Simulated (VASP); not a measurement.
# Te2Mo (P6_3/mmc) in VASP: a series of runs

Te2Mo is run at these levels: PBEsol; tasks: single point.

All numbers are computed with VASP 6.6.1; they aren't measurements. Logs are shortened: lines on timing, memory, paths and dates and some standing lists are left out, and cuts for length are marked.

**Experimental background.**

From “Broadband infrared study of pressure-tunable Fano resonance and metallization transition in 2H-MoTe2”, 2022, pmc:9569381, for a bulk crystal of Te2Mo at 300 K: band gap 0.88 ± 0.05 eV (indirect).

The runs below are set against these values where they give the same quantity.

### Step 1. The cell of the first run

The structure is hexagonal, space group P6_3/mmc (No. 194). Conventional cell: a = 3.518 Å, b = 3.518 Å, c = 13.974 Å, α = 90.00°, β = 90.00°, γ = 120.00°. Te (site symmetry 3m) has 3 Mo at 2.72 Å and 7 Te at 3.52 to 3.61 Å within 3.7 Å. Mo (site symmetry -6m2) has 6 Te at 2.72 Å and 6 Mo at 3.52 Å within 3.6 Å.

### Step 2. Single point, PBEsol, collinear spin, zero start

INCAR reads:

```
  PREC = Accurate
  ENCUT = 500
  EDIFF = 1E-6
  ISMEAR = 0
  SIGMA = 0.05
  LREAL = F
  LASPH = T
  NELM = 200
  ALGO = Normal
  ISIF = 2
  LWAVE = F
  LCHARG = F
  ISPIN = 2
  MAGMOM = 0 0 0 0 0 0
  LORBIT = 11
  LMAXMIX = 4
  GGA = PS
  NBANDS = 39
  GGA_COMPAT = F
```

KPOINTS reads:

```
Automatic mesh
0
Gamma
  6 6 2
```

POSCAR reads:

```
Te2Mo
1.0
    3.5181997400      0.0000000000      0.0000000000
   -1.7590998700      3.0468503500      0.0000000000
    0.0000000000      0.0000000000     13.9735999500
Te Mo
4 2
Direct
    0.3333333333      0.6666666667      0.6210000000
    0.6666666667      0.3333333333      0.1210000000
    0.3333333333      0.6666666667      0.8790000000
    0.6666666667      0.3333333333      0.3790000000
    0.3333333333      0.6666666667      0.2500000000
    0.6666666667      0.3333333333      0.7500000000
```

Potentials or basis: VASP PAW PBE potentials, release 64 (Te, Mo_sv).

Launch:

```
$ cat potpaw_PBE.64/Te/POTCAR potpaw_PBE.64/Mo_sv/POTCAR > POTCAR
$ mpirun -np 1 vasp_std > vasp.out
```

OUTCAR:

```text
PREC = Accurate
   ENCUT = 500
   EDIFF = 1E-6
   ISMEAR = 0
   LREAL = F
   LASPH = T
   NELM = 200
   ISIF = 2
   ISPIN = 2
   LORBIT = 11
   GGA = PS

 ion  position               nearest neighbor table
   1  0.333  0.667  0.621-   6 2.72   6 2.72   6 2.72   3 3.61
   2  0.667  0.333  0.121-   5 2.72   5 2.72   5 2.72   4 3.61
   3  0.333  0.667  0.879-   6 2.72   6 2.72   6 2.72   1 3.61
   4  0.667  0.333  0.379-   5 2.72   5 2.72   5 2.72   2 3.61
   5  0.333  0.667  0.250-   2 2.72   4 2.72   2 2.72   4 2.72   2 2.72   4 2.72
   6  0.667  0.333  0.750-   1 2.72   3 2.72   1 2.72   3 2.72   1 2.72   3 2.72

  LATTYP: Found a hexagonal cell.
 ALAT       =     3.5181997400
 C/A-ratio  =     3.9718040426

  Lattice vectors:

 A1 = (   3.5181997400,   0.0000000000,   0.0000000000)
 A2 = (  -1.7590998700,   3.0468503500,   0.0000000000)
 A3 = (   0.0000000000,   0.0000000000,  13.9735999500)

Analysis of symmetry for initial positions (statically):
=====================================================================
 Subroutine PRICEL returns:
 Original cell was already a primitive cell.

 Routine SETGRP: Setting up the symmetry group for a
 hexagonal supercell.

 Subroutine GETGRP returns: Found 24 space group operations
 (whereof 12 operations were pure point group operations)
 out of a pool of 24 trial point group operations.

The static configuration has the point symmetry D_3d.
 The point group associated with its full space group is D_6h.

Analysis of symmetry for dynamics (positions and initial velocities):
=====================================================================
 Subroutine PRICEL returns:
 Original cell was already a primitive cell.

 Routine SETGRP: Setting up the symmetry group for a
 hexagonal supercell.

 Subroutine GETGRP returns: Found 24 space group operations
 (whereof 12 operations were pure point group operations)
 out of a pool of 24 trial point group operations.

The dynamic configuration has the point symmetry D_3d.
 The point group associated with its full space group is D_6h.

Analysis of structural, dynamic, and magnetic symmetry:
=====================================================================
 Subroutine PRICEL returns:
 Original cell was already a primitive cell.

 Routine SETGRP: Setting up the symmetry group for a
 hexagonal supercell.

 Subroutine GETGRP returns: Found 24 space group operations
 (whereof 12 operations were pure point group operations)
 out of a pool of 24 trial point group operations.

The overall configuration has the point symmetry D_3d.
 The point group associated with its full space group is D_6h.

 Subroutine INISYM returns: Found 24 space group operations
 (whereof 12 operations are pure point group operations),
 and found     1 'primitive' translations

----------------------------------------------------------------------------------------

                                     Primitive cell

  volume of cell :     149.7890

  direct lattice vectors                    reciprocal lattice vectors
     3.518199740  0.000000000  0.000000000     0.284236278  0.164103892  0.000000000
    -1.759099870  3.046850350  0.000000000     0.000000000  0.328207783  0.000000000
     0.000000000  0.000000000 13.973599950     0.000000000  0.000000000  0.071563520

  length of vectors
     3.518199740  3.518199740 13.973599950     0.328207783  0.328207783  0.071563520

  position of ions in fractional coordinates (direct lattice)
     0.333333333  0.666666667  0.621000000
     0.666666667  0.333333333  0.121000000
     0.333333333  0.666666667  0.879000000
     0.666666667  0.333333333  0.379000000
     0.333333333  0.666666667  0.250000000
     0.666666667  0.333333333  0.750000000

  ion indices of the primitive-cell ions
   primitive index   ion index
                 1           1
                 2           2
                 3           3
                 4           4
                 5           5
[... 36 lines left out ...]
  0.333333  0.333333  0.000000      2.000000
  0.000000  0.000000  0.500000      1.000000
  0.166667  0.000000  0.500000      6.000000
  0.333333  0.000000  0.500000      6.000000
  0.500000  0.000000  0.500000      3.000000
  0.166667  0.166667  0.500000      6.000000
  0.333333  0.166667  0.500000     12.000000
  0.333333  0.333333  0.500000      2.000000
   k-points           NKPTS =     14   k-points in BZ     NKDIM =     14   number of bands    NBANDS=     39
   number of dos      NEDOS =    301   number of ions     NIONS =      6
   total plane-waves  NPLWV =  84672
   dimension x,y,z NGX =    28 NGY =   28 NGZ =  108
   dimension x,y,z NGXF=    56 NGYF=   56 NGZF=  216
   ions per type =               4   2
   NGX,Y,Z   is equivalent  to a cutoff of  13.23, 13.23, 12.85 a.u.
   NGXF,Y,Z  is equivalent  to a cutoff of  26.46, 26.46, 25.70 a.u.
 SYSTEM =  unknown system
   PREC   = accura    normal or accurate (medium, high low for compatibility)
   ISTART =      0    job   : 0-new  1-cont  2-samecut
   ICHARG =      2    charge: 1-file 2-atom 10-const
   ISPIN  =      2    spin polarized calculation?
   LNONCOLLINEAR =      F non collinear calculations
   LSORBIT =      F    spin-orbit coupling
   LASPH  =      T    aspherical Exc in radial PAW
   ENCUT  =  500.0 eV  36.75 Ry    6.06 a.u.   6.41  6.41 25.48*2*pi/ulx,y,z
   NELM   =    200;   NELMIN=  2; NELMDL= -5     # of ELM steps
   EDIFF  = 0.1E-05   stopping-criterion for ELM
   LREAL  =      F    real-space projection
   EDIFFG = 0.1E-04   stopping-criterion for IOM
   NSW    =      0    number of steps for IOM
   IBRION =     -1    ionic relax: 0-MD 1-quasi-New 2-CG
   NFREE  =      0    steps in history (QN), initial steepest desc. (CG)
   ISIF   =      2    stress and relaxation
   ISYM   =      2    0-nonsym 1-usesym 2-fastsym
   POTIM  = 0.5000    time-step for ionic-motion
   TEBEG  =    0.0;   TEEND  =   0.0 temperature during run
   PSTRESS=    0.0 pullay stress
   NELECT =      52.0000    total number of electrons
   NUPDOWN=      -1.0000    fix difference up-down
   EMIN   =  10.00;   EMAX   =-10.00  energy-range for DOS
   EFERMI =   0.00;   METHOD = LEGACY
   ISMEAR =     0;   SIGMA  =   0.05  broadening in eV -4-tet -1-fermi 0-gaus
   EFERMI_NEDOS =   21; number of points for ismear=-14 and -15
   IALGO  =     38    algorithm
   IMIX   =      4    mixing-type and parameters
     AMIX     =   0.40;   BMIX     =  1.00
     AMIX_MAG =   1.60;   BMIX_MAG =  1.00
  volume/ion in A,a.u.               =      24.96       168.47
  Fermi-wavevector in a.u.,A,eV,Ry     =   1.150578  2.174277 18.011789  1.323829
  Thomas-Fermi vector in A             =   2.287241
   LORBIT       =     11    0 simple, 1 ext, 2 COOP (PROOUT), +10 PAW based schemes
   GGA     = PS    functional components
   LHFCALC =     F    Hartree Fock is set to
   AEXX    =    0.0000 exact exchange contribution
   IVDW    =     0    specifies the selected vdW correction
   LEPSILON=     F    determine dielectric tensor
   LRPA    =     F    only Hartree local field effects (RPA)
 spin polarized calculation
 Gauss-broadening in eV      SIGMA  =   0.05
  energy-cutoff  :      500.00
  volume of cell :      149.79
 maximum number of plane-waves:      3836
 NGX is ok and might be reduce to    28
   NGX = 13   NGY = 13   NGZ = 51

 number of electron      51.9999997 magnetization       0.0000000

 Free energy of the ion-electron system (eV)
  ---------------------------------------------------
  ext. energy  EPLUGINS =         0.00000000
  ---------------------------------------------------
  free energy    TOTEN  =       -39.38753663 eV

  energy without entropy =      -39.38753663  energy(sigma->0) =      -39.38753663

 E-fermi :   8.3309     XC(G=0): -10.5812

 val. band max:        8.0164160242   @ k =   0.0000   0.0000   0.0000
 cond. band min:       8.8153611551   @ k =   0.1667   0.1667   0.0000
 fundamental gap:      0.7989451309
 Fermi energy:         8.3309188514

 spin component 1

 k-point     1 :       0.0000    0.0000    0.0000
  band No.  band energies     occupation
      1     -52.7199      1.00000
      2     -52.7199      1.00000
      3     -26.9186      1.00000
      4     -26.9186      1.00000
      5     -26.7845      1.00000
      6     -26.7845      1.00000
[... 563 lines left out ...]
     37      13.7633      0.00000
     38      13.7633      0.00000
 Fermi energy:         8.3309188514

 spin component 2

 k-point     1 :       0.0000    0.0000    0.0000
  band No.  band energies     occupation
      1     -52.7199      1.00000
      2     -52.7199      1.00000
      3     -26.9186      1.00000
      4     -26.9186      1.00000
      5     -26.7845      1.00000
      6     -26.7845      1.00000
[... 563 lines left out ...]
     37      13.7633      0.00000
     38      13.7633      0.00000
 [bands above 38 left out]

------------------------ aborting loop because EDIFF is reached ----------------------------------------

  FORCE on cell =-STRESS in cart. coord.  units (eV):
  Direction    XX          YY          ZZ          XY          YZ          ZX
  --------------------------------------------------------------------------------------
  -------------------------------------------------------------------------------------
  Total       -1.1450709     -1.1450709     -0.4896301      0.0000000      0.0000000     -0.0000000
  in kB      -12.2479398    -12.2479398     -5.2371955      0.0000000      0.0000000     -0.0000000
  external PRESSURE =      -9.9110250 kB  Pullay stress =       0.0000000 kB

 VOLUME and BASIS-vectors are now :
 -----------------------------------------------------------------------------
  energy-cutoff  :      500.00
  volume of cell :      149.79
      direct lattice vectors                 reciprocal lattice vectors
     3.518199740  0.000000000  0.000000000     0.284236278  0.164103892  0.000000000
    -1.759099870  3.046850350  0.000000000     0.000000000  0.328207783  0.000000000
     0.000000000  0.000000000 13.973599950     0.000000000  0.000000000  0.071563520

 POSITION                                       TOTAL-FORCE (eV/Angst)
 -----------------------------------------------------------------------------------
     -0.00000      2.03123      8.67761         0.000000     -0.000000      0.056383
      1.75910      1.01562      1.69081        -0.000000     -0.000000      0.056383
     -0.00000      2.03123     12.28279        -0.000000      0.000000     -0.056383
      1.75910      1.01562      5.29599        -0.000000     -0.000000     -0.056383
     -0.00000      2.03123      3.49340        -0.000000     -0.000000      0.000000
      1.75910      1.01562     10.48020         0.000000      0.000000      0.000000
 -----------------------------------------------------------------------------------
    total drift:                               -0.000000      0.000000     -0.000000

  FREE ENERGIE OF THE ION-ELECTRON SYSTEM (eV)
  ---------------------------------------------------
  free  energy   TOTEN  =       -39.3875366337 eV

  energy  without entropy=      -39.3875366337  energy(sigma->0) =      -39.38753663

 total charge

# of ion       s       p       d       tot
------------------------------------------
    1        1.386   1.969   0.065   3.420
    2        1.386   1.969   0.065   3.420
    3        1.386   1.969   0.065   3.420
    4        1.386   1.969   0.065   3.420
    5        2.257   6.146   3.993  12.396
    6        2.257   6.146   3.993  12.396
--------------------------------------------------
tot         10.059  20.169   8.244  38.471

 magnetization (x)

# of ion       s       p       d       tot
------------------------------------------
    1        0.000  -0.000   0.000  -0.000
    2        0.000  -0.000   0.000  -0.000
    3        0.000  -0.000   0.000  -0.000
    4        0.000  -0.000   0.000  -0.000
    5        0.000   0.000   0.000   0.000
    6        0.000   0.000   0.000   0.000
--------------------------------------------------
tot          0.000  -0.000   0.000   0.000
```

Wall time 3.6 min (1 thread of Intel Xeon Platinum 8259CL at 2.50GHz (Skylake/Cascade Lake), shared host); peak memory 0.39 GiB.

Results:

* Free energy: -39.3875 eV
* Pressure: -1.0 GPa
* Largest force: 0.056 eV/Å
* Band gap on the k mesh: 0.80 eV (least direct gap 1.03 eV)
* Net moment: 0.00 μB per cell
* Valence electrons inside the program's atomic spheres: Te 3.42; Mo 12.40

Forces on the atoms (eV/Å):
```
Te   0.000  0.000  0.056
Te   0.000  0.000  0.056
Te   0.000  0.000 -0.056
Te   0.000  0.000 -0.056
Mo   0.000  0.000  0.000
Mo   0.000  0.000  0.000
```

Stress tensor (GPa, compression positive):
```
-1.22  0.00  0.00
 0.00 -1.22  0.00
 0.00  0.00 -0.52
```

Caveat: semilocal functionals underestimate gaps, and a narrow one can read as zero; the PAW data sets were made with another functional, which shifts forces and pressure a little; spin-orbit coupling is left out, which moves the levels of the heavy elements; this functional lacks dispersion, which binds layers or chains, so the pressure and a relaxed spacing across them are unreliable.

### Step 3. Single point, PBEsol, collinear spin

INCAR reads:

```
SYSTEM = Te2Mo
ALGO = Normal ; EDIFF = 1E-6
ENCUT = 500 ; GGA = PS
GGA_COMPAT = .FALSE. ; ISIF = 2
ISMEAR = 0 ; ISPIN = 2
LASPH = .TRUE. ; LCHARG = .TRUE.
LELF = .TRUE. ; LMAXMIX = 4
LORBIT = 11 ; LREAL = .FALSE.
LVHAR = .TRUE. ; LWAVE = .FALSE.
MAGMOM = 0 0 0 0 2 2 ; NBANDS = 39
NELM = 200 ; PREC = Accurate
SIGMA = 0.05
```

KPOINTS reads:

```
k-points
0
G
  6 6 2
  0 0 0
```

POSCAR is that of step 2.

Potentials or basis: VASP PAW PBE potentials, release 64 (Te, Mo_sv).

Launch:

```
$ cat potpaw_PBE.64/Te/POTCAR potpaw_PBE.64/Mo_sv/POTCAR > POTCAR
$ mpirun -np 1 vasp_std > vasp.out
```

Wall time 3.5 min (1 thread of Intel Xeon Platinum 8259CL at 2.50GHz (Skylake/Cascade Lake), shared host); peak memory 0.4 GiB.

It converged, with:

- Free energy: -39.3875 eV
- Pressure: -1.0 GPa
- Largest force: 0.057 eV/Å
- Band gap on the k mesh: 0.80 eV (least direct gap 1.03 eV)
- Net moment: 0.00 μB per cell
- Valence electrons inside the program's atomic spheres: Te 3.42; Mo 12.40

Forces in eV/Å, atoms in the order of the input:
```
Te   0.000  0.000  0.057
Te   0.000  0.000  0.057
Te   0.000  0.000 -0.057
Te   0.000  0.000 -0.057
Mo   0.000  0.000  0.000
Mo   0.000  0.000  0.000
```

Stress tensor (GPa, compression positive):
```
-1.20  0.00  0.00
 0.00 -1.20  0.00
 0.00  0.00 -0.50
```

Levels at points of the mesh, in eV from the valence-band top:
Spin up:
| k point | band 23 | band 24 | band 25 | band 26 | band 27 | band 28 | band 29 | band 30 |
| --- | --- | --- | --- | --- | --- | --- | --- | --- |
| (0.00, 0.00, 0.00) | -1.03 | -1.03 | -0.31 | 0.00 | 2.91 | 2.91 | 3.04 | 3.04 |
| (0.50, 0.00, 0.00) | -1.03 | -0.97 | -0.61 | -0.32 | 1.26 | 1.32 | 1.44 | 1.78 |
| (0.00, 0.00, 0.50) | -1.05 | -1.05 | -0.08 | -0.08 | 2.94 | 2.94 | 2.94 | 2.94 |
| (0.50, 0.00, 0.50) | -0.98 | -0.98 | -0.46 | -0.46 | 1.28 | 1.28 | 1.63 | 1.63 |
Spin down:
```
           k point  band 22  band 23  band 24  band 25  band 26  band 27  band 28  band 29  band 30  band 31
(0.00, 0.00, 0.00)    -1.06    -1.03    -1.03    -0.31     0.00     2.91     2.91     3.04     3.04     3.14
(0.50, 0.00, 0.00)    -1.80    -1.03    -0.97    -0.61    -0.32     1.26     1.32     1.44     1.78     2.58
(0.00, 0.00, 0.50)    -1.05    -1.05    -1.05    -0.08    -0.08     2.94     2.94     2.94     2.94     3.29
(0.50, 0.00, 0.50)    -1.92    -0.98    -0.98    -0.46    -0.46     1.28     1.28     1.63     1.63     3.02
```

Caveat: semilocal functionals underestimate gaps, and a narrow one can read as zero; the PAW data sets were made with another functional, which shifts forces and pressure a little; spin-orbit coupling is left out, which moves the levels of the heavy elements; this functional lacks dispersion, which binds layers or chains, so the pressure and a relaxed spacing across them are unreliable.

[end of part 1 of 2]
